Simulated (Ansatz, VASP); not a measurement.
**Two plane-wave programs on Mg3SnN2**

```
Mg Sn N
1.0
     3.39687    1.96118    4.88306
    -3.39687    1.96118    4.88306
     0.00000   -3.92237    4.88306
Mg Sn N
3 1 2
Direct
  0.00000 0.50000 0.00000
  0.50000 0.00000 0.00000
  0.00000 0.00000 0.50000
  0.00000 0.00000 0.00000
  0.83307 0.83307 0.83307
  0.16693 0.16693 0.16693
```

Change from the starting cell: species swapped into the Tb2Al3Fe type (R-3m, No. 166).

Alike in both runs: functional PBE; k mesh 6 × 6 × 6; occupations gaussian, width 0.1 eV; no spin polarisation.

Ansatz relaxed the structure, and its values are those at the end. VASP's run is a single point on that final structure, the one shown.

|  | VASP | Ansatz |
| --- | --- | --- |
| version | VASP 6.6.1 | Ansatz 0.2.0 |
| potentials or method | VASP PAW PBE potentials, release 64 (Mg, Sn_d, N), cutoff 520 eV | scalar-relativistic, plane waves, PAW |
| valence electrons in the cell | 30 | 54 |

|  | VASP | Ansatz | Ansatz less VASP |
| --- | --- | --- | --- |
| gap on the k mesh at the Fermi level (eV) | none | none | - |
| pressure (GPa) | 0.0 | 0.0 | +0.03 |

A gap of «none» marks a metal or a gap that the smearing closes. VASP's potentials hold 30 valence electrons a cell and Ansatz's 54, so a difference there can come from the potentials and not from the codes.
